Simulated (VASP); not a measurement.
# HPt6 in VASP: further runs, part 2 of 2

VASP 6.6.1. Earlier steps stand in the parts before.

## Step 4: Single point, PBE

File INCAR:

```
SYSTEM = HPt6
ALGO = Normal
DIPOL = 0.5 0.5 0.304
EDIFF = 1E-7
ENCUT = 520
GGA = PE
IDIPOL = 3
ISIF = 2
ISMEAR = 0
LASPH = .TRUE.
LCHARG = .FALSE.
LDIPOL = .TRUE.
LREAL = .FALSE.
LWAVE = .FALSE.
NBANDS = 74
NELM = 80
PREC = Accurate
SIGMA = 0.1
```

File KPOINTS:

```
k-points
0
G
  6 6 1
  0 0 0
```

File POSCAR:

```
HPt6
1.0
    5.6145835605      0.0000000000      0.0000000000
   -2.8072917802      4.8623719950      0.0000000000
    0.0000000000      0.0000000000     22.6197373747
Pt H
12 2
Direct
    0.3333333333      0.1666666667      0.1768367127
    0.3333333333      0.6666666667      0.1768367127
    0.8333333333      0.1666666667      0.1768367127
    0.8333333333      0.6666666667      0.1768367127
    0.1666666667      0.3333333333      0.2789580515
    0.1666666667      0.8333333333      0.2789580515
    0.6666666667      0.3333333333      0.2789580515
    0.6666666667      0.8333333333      0.2789580515
    0.0000000000      0.0000000000      0.3810715055
    0.0000000000      0.5000000000      0.3810715055
    0.5000000000      0.0000000000      0.3810715055
    0.5000000000      0.5000000000      0.3810715055
    0.1549332300      0.3098664600      0.4575533837
    0.3450667700      0.6901335400      0.4575533837
```

Potentials or basis: VASP PAW PBE potentials, release 64 (Pt, H).

Launch:

```bash
$ cat potpaw_PBE.64/Pt/POTCAR potpaw_PBE.64/H/POTCAR > POTCAR
$ mpirun -np 1 vasp_std > vasp.out
```

OUTCAR:

```text
SYSTEM = HPt6
   EDIFF = 1E-7
   ENCUT = 520
   GGA = PE
   ISIF = 2
   ISMEAR = 0
   LASPH = .TRUE.
   LREAL = .FALSE.
   NELM = 80
   PREC = Accurate

 ion  position               nearest neighbor table
   1  0.333  0.167  0.177-   2 2.81   2 2.81   4 2.81   4 2.81   3 2.81   3 2.81   5 2.82   6 2.82
                             7 2.82
   2  0.333  0.667  0.177-   1 2.81   1 2.81   3 2.81   3 2.81   4 2.81   4 2.81   6 2.82   5 2.82
                             8 2.82
   3  0.833  0.167  0.177-   4 2.81   4 2.81   2 2.81   2 2.81   1 2.81   1 2.81   7 2.82   8 2.82
                             5 2.82
   4  0.833  0.667  0.177-   3 2.81   3 2.81   1 2.81   1 2.81   2 2.81   2 2.81   8 2.82   7 2.82
                             6 2.82
   5  0.167  0.333  0.279-   6 2.81   6 2.81   8 2.81   8 2.81   7 2.81   7 2.81   9 2.82  12 2.82
                            10 2.82   1 2.82   2 2.82   3 2.82
   6  0.167  0.833  0.279-   5 2.81   5 2.81   7 2.81   7 2.81   8 2.81   8 2.81  10 2.82  11 2.82
                             9 2.82   2 2.82   1 2.82   4 2.82
   7  0.667  0.333  0.279-   8 2.81   8 2.81   6 2.81   6 2.81   5 2.81   5 2.81  11 2.82  10 2.82
                            12 2.82   3 2.82   4 2.82   1 2.82
   8  0.667  0.833  0.279-   7 2.81   7 2.81   5 2.81   5 2.81   6 2.81   6 2.81  12 2.82   9 2.82
                            11 2.82   4 2.82   3 2.82   2 2.82
   9  0.000  0.000  0.381-  10 2.81  10 2.81  12 2.81  12 2.81  11 2.81  11 2.81   5 2.82   8 2.82
                             6 2.82
  10  0.000  0.500  0.381-   9 2.81   9 2.81  11 2.81  11 2.81  12 2.81  12 2.81   6 2.82   7 2.82
                             5 2.82
  11  0.500  0.000  0.381-  12 2.81  12 2.81  10 2.81  10 2.81   9 2.81   9 2.81   7 2.82   6 2.82
                             8 2.82
  12  0.500  0.500  0.381-  11 2.81  11 2.81   9 2.81   9 2.81  10 2.81  10 2.81   8 2.82   5 2.82
                             7 2.82
  13  0.155  0.310  0.458-
  14  0.345  0.690  0.458-

  LATTYP: Found a hexagonal cell.
 ALAT       =     5.6145835605
 C/A-ratio  =     4.0287471245

  Lattice vectors:

 A1 = (   5.6145835605,   0.0000000000,   0.0000000000)
 A2 = (  -2.8072917802,   4.8623719950,   0.0000000000)
 A3 = (   0.0000000000,   0.0000000000,  22.6197373747)

Analysis of symmetry for initial positions (statically):
=====================================================================
 Subroutine PRICEL returns:
 Original cell was already a primitive cell.

 Routine SETGRP: Setting up the symmetry group for a
 hexagonal supercell.

 Subroutine GETGRP returns: Found  2 space group operations
 (whereof  2 operations were pure point group operations)
 out of a pool of 24 trial point group operations.

The static configuration has the point symmetry C_1h.

Analysis of symmetry for dynamics (positions and initial velocities):
=====================================================================
 Subroutine PRICEL returns:
 Original cell was already a primitive cell.

 Routine SETGRP: Setting up the symmetry group for a
 hexagonal supercell.

 Subroutine GETGRP returns: Found  2 space group operations
 (whereof  2 operations were pure point group operations)
 out of a pool of 24 trial point group operations.

The dynamic configuration has the point symmetry C_1h.

 Subroutine INISYM returns: Found  2 space group operations
[... 104 lines left out ...]
   LNONCOLLINEAR =      F non collinear calculations
   LSORBIT =      F    spin-orbit coupling
   LASPH  =      T    aspherical Exc in radial PAW
   ENCUT  =  520.0 eV  38.22 Ry    6.18 a.u.  10.44 10.44 42.06*2*pi/ulx,y,z
   NELM   =     80;   NELMIN=  2; NELMDL= -5     # of ELM steps
   EDIFF  = 0.1E-06   stopping-criterion for ELM
   LREAL  =      F    real-space projection
   EDIFFG = 0.1E-05   stopping-criterion for IOM
   NSW    =      0    number of steps for IOM
   IBRION =     -1    ionic relax: 0-MD 1-quasi-New 2-CG
   NFREE  =      0    steps in history (QN), initial steepest desc. (CG)
   ISIF   =      2    stress and relaxation
   ISYM   =      2    0-nonsym 1-usesym 2-fastsym
   POTIM  = 0.5000    time-step for ionic-motion
   TEBEG  =    0.0;   TEEND  =   0.0 temperature during run
   PSTRESS=    0.0 pullay stress
   NELECT =     122.0000    total number of electrons
   NUPDOWN=      -1.0000    fix difference up-down
   EMIN   =  10.00;   EMAX   =-10.00  energy-range for DOS
   EFERMI =   0.00;   METHOD = LEGACY
   ISMEAR =     0;   SIGMA  =   0.10  broadening in eV -4-tet -1-fermi 0-gaus
   EFERMI_NEDOS =   21; number of points for ismear=-14 and -15
   IALGO  =     38    algorithm
   IMIX   =      4    mixing-type and parameters
     AMIX     =   0.40;   BMIX     =  1.00
     AMIX_MAG =   1.60;   BMIX_MAG =  1.00
  volume/ion in A,a.u.               =      44.11       297.66
  Fermi-wavevector in a.u.,A,eV,Ry     =   0.953477  1.801811 12.369314  0.909119
  Thomas-Fermi vector in A             =   2.082136
   LORBIT       =      0    0 simple, 1 ext, 2 COOP (PROOUT), +10 PAW based schemes
   GGA     = PE    functional components
   LHFCALC =     F    Hartree Fock is set to
   AEXX    =    0.0000 exact exchange contribution
   IVDW    =     0    specifies the selected vdW correction
   LEPSILON=     F    determine dielectric tensor
   LRPA    =     F    only Hartree local field effects (RPA)
 non-spin polarized calculation
 Gauss-broadening in eV      SIGMA  =   0.10
  energy-cutoff  :      520.00
  volume of cell :      617.52
 maximum number of plane-waves:     16729
 NGX is ok and might be reduce to    42
   NGX = 21   NGY = 21   NGZ = 85

 dipolmoment           0.000000      0.000000      0.014623 electrons x Angstroem

 number of electron     121.9999984 magnetization

 dipolmoment           0.000000      0.000000     -0.052375 electrons x Angstroem

 Free energy of the ion-electron system (eV)
  ---------------------------------------------------
  ext. energy  EPLUGINS =         0.00000000
  ---------------------------------------------------
  free energy    TOTEN  =       -73.40216274 eV

  energy without entropy =      -73.26315308  energy(sigma->0) =      -73.33265791

 E-fermi :  -0.6537     XC(G=0):  -4.9840

 val. band max:       -0.6606864798   @ k =  -0.3333   0.1667   0.0000
 cond. band min:      -0.6471448145   @ k =   0.5000   0.0000   0.0000
 fundamental gap:      0.0135416653
 Fermi energy:        -0.6537216538

 k-point     1 :       0.0000    0.0000    0.0000
  band No.  band energies     occupation
      1      -9.5213      2.00000
      2      -7.9890      2.00000
      3      -7.3111      2.00000
      4      -6.8781      2.00000
      5      -6.8414      2.00000
      6      -6.8412      2.00000
[... 977 lines left out ...]
     72       4.2505      0.00000
     73       4.2751      0.00000
 [bands above 73 left out]

------------------------ aborting loop because EDIFF is reached ----------------------------------------

 vacuum level on the upper side and lower side of the slab       (xc-potential included)        -0.230         0.100

  FORCE on cell =-STRESS in cart. coord.  units (eV):
  Direction    XX          YY          ZZ          XY          YZ          ZX
  --------------------------------------------------------------------------------------
  -------------------------------------------------------------------------------------
  Total      -18.2385409    -19.7225040     -7.1969905     -0.0000000      0.0061279      0.0000000
  in kB      -47.3202887    -51.1704628    -18.6727474     -0.0000000      0.0158991      0.0000000
  external PRESSURE =     -39.0544996 kB  Pullay stress =       0.0000000 kB

 VOLUME and BASIS-vectors are now :
 -----------------------------------------------------------------------------
  energy-cutoff  :      520.00
  volume of cell :      617.52
      direct lattice vectors                 reciprocal lattice vectors
     5.614583560  0.000000000  0.000000000     0.178107599  0.102830470  0.000000000
    -2.807291780  4.862371995  0.000000000     0.000000000  0.205660941  0.000000000
     0.000000000  0.000000000 22.619737375     0.000000000  0.000000000  0.044209178

 POSITION                                       TOTAL-FORCE (eV/Angst)
 -----------------------------------------------------------------------------------
      1.40365      0.81040      4.00000         0.057202      0.009628     -0.015625
     -0.00000      3.24158      4.00000         0.000000      0.050173     -0.020263
      4.21094      0.81040      4.00000        -0.057202      0.009628     -0.015625
      2.80729      3.24158      4.00000        -0.000000     -0.035971      0.058210
      0.00000      1.62079      6.30996        -0.000000     -0.067647     -0.278152
     -1.40365      4.05198      6.30996        -0.059800     -0.016684      0.004710
      2.80729      1.62079      6.30996         0.000000      0.029265      0.424100
      1.40365      4.05198      6.30996         0.059800     -0.016684      0.004710
      0.00000      0.00000      8.61974         0.000000      0.553630      0.893193
     -1.40365      2.43119      8.61974         0.218631     -0.017437      0.988281
      2.80729      0.00000      8.61974        -0.000000     -0.477503      0.801091
      1.40365      2.43119      8.61974        -0.218631     -0.017437      0.988281
      0.00000      1.50669     10.34974        -0.000000     -0.190294     -1.898944
      0.00000      3.35569     10.34974         0.000000      0.187335     -1.933969
 -----------------------------------------------------------------------------------
    total drift:                               -0.000000     -0.000019     -0.000143

  FREE ENERGIE OF THE ION-ELECTRON SYSTEM (eV)
  ---------------------------------------------------
  free  energy   TOTEN  =       -73.4021627437 eV

  energy  without entropy=      -73.2631530755  energy(sigma->0) =      -73.33265791

 vacuum level on the upper side and lower side of the slab         4.716         5.054
```

Run time: 23 min. Hardware: 1 thread of AMD EPYC 7R13 (Zen 3), shared host; peak memory 0.82 GiB.

Results:

```yaml
Free_energy: -73.4022 eV
Largest_force: 1.943 eV/Å
Band_gap_on_the_k_mesh: zero (bands 61 and 62 overlap by 0.72 eV)
```

Forces in eV/Å, atoms in the order of the input:
```
Pt   0.057  0.010 -0.016
Pt   0.000  0.050 -0.020
Pt  -0.057  0.010 -0.016
Pt   0.000 -0.036  0.058
Pt   0.000 -0.068 -0.278
Pt  -0.060 -0.017  0.005
Pt   0.000  0.029  0.424
Pt   0.060 -0.017  0.005
Pt   0.000  0.554  0.893
Pt   0.219 -0.017  0.988
Pt   0.000 -0.478  0.801
Pt  -0.219 -0.017  0.988
H    0.000 -0.190 -1.899
H    0.000  0.187 -1.934
```

Levels at points of the mesh, in eV from the Fermi level:
```
           k point  band 57  band 58  band 59  band 60  band 61  band 62  band 63  band 64  band 65  band 66
(0.00, 0.00, 0.00)     0.21     0.21     0.43     0.44     0.44     0.47     0.57     0.57     0.58     1.12
(0.50, 0.00, 0.00)    -0.75    -0.69    -0.26    -0.17    -0.02     0.01     0.22     0.26     0.49     0.93
(0.00, 0.50, 0.00)    -0.75    -0.73    -0.22    -0.21    -0.01     0.01     0.23     0.24     0.47     1.05
```

Caveat: spin-orbit coupling is left out, which moves the levels of the heavy elements.

## Step 5: Single point, PBE

File INCAR:

```
SYSTEM = HPt6
PREC = Accurate ; ENCUT = 520
EDIFF = 1E-6 ; ISMEAR = 0
SIGMA = 0.1 ; LREAL = .False.
LASPH = .True. ; NELM = 60
ALGO = Normal ; ISIF = 2
LWAVE = .False. ; LCHARG = .False.
LDIPOL = .True. ; IDIPOL = 3
DIPOL = 0.5 0.5 0.296 ; GGA = PE
NBANDS = 74
```

File KPOINTS:

```
regular mesh
0
Gamma
  6 6 1
  0 0 0
```

Changes to POSCAR since step 4:

```diff
@@ -20,3 +20,3 @@
     0.5000000000      0.5000000000      0.3810715055
-    0.1549332300      0.3098664600      0.4575533837
-    0.3450667700      0.6901335400      0.4575533837
+    0.2114385736      0.4228771471      0.4009656357
+    0.2885614264      0.5771228529      0.4009656357
```

Launch:

```bash
$ cat potpaw_PBE.64/Pt/POTCAR potpaw_PBE.64/H/POTCAR > POTCAR
$ mpirun -np 1 vasp_std > vasp.out
```

Wall time 59 min (1 thread of Intel Xeon 8259CL, shared host); peak memory 0.9 GiB.

The run converged. Its results:

```
Free energy            : -71.6868 eV
Largest force          : 8.328 eV/Å
Band gap on the k mesh : zero (bands 61 and 62 overlap by 0.59 eV)
```

Forces in eV/Å, atoms in the order of the input:
```
Pt   0.011  0.012 -0.099
Pt   0.000  0.016 -0.004
Pt  -0.011  0.012 -0.099
Pt   0.000 -0.033  0.061
Pt   0.000 -0.132 -0.550
Pt  -0.025  0.123 -0.216
Pt   0.000 -0.121 -0.107
Pt   0.025  0.123 -0.216
Pt   0.000 -0.813 -0.177
Pt  -7.779 -0.062 -1.916
Pt   0.000  0.868 -0.276
Pt   7.779 -0.062 -1.916
H    0.000 -7.807  2.808
H    0.000  7.875  2.708
```

Levels at points of the mesh, in eV from the Fermi level:
```
           k point  band 57  band 58  band 59  band 60  band 61  band 62  band 63  band 64  band 65  band 66
(0.00, 0.00, 0.00)     0.14     0.21     0.27     0.30     0.34     0.59     0.60     0.61     0.78     0.83
(0.50, 0.00, 0.00)    -0.66    -0.62    -0.21    -0.16    -0.02     0.01     0.23     0.26     1.41     1.54
(0.00, 0.50, 0.00)    -0.69    -0.57    -0.43    -0.11    -0.10     0.05     0.20     0.26     0.97     1.62
```

Caveat: spin-orbit coupling is left out, which moves the levels of the heavy elements.

## Step 6: Overview

```tsv
cell	gap on the mesh (eV)	largest force (eV/Å)
as given, atomic positions A	none	4.53
as given, atomic positions B	none	0.02
as given, atomic positions C	none	1.94
as given, atomic positions D	none	8.33
```

Alike in all rows: task single point; level PBE; potentials or basis VASP PAW PBE potentials, release 64 (Pt, H); no spin polarisation; k mesh 6 × 6 × 1; cutoff (eV) 520; smearing gaussian 0.1 eV.

Caveats: spin-orbit coupling is left out, which moves the levels of the heavy elements.

Total energies depend on the potentials used, so only differences within one code and one set of settings carry meaning.
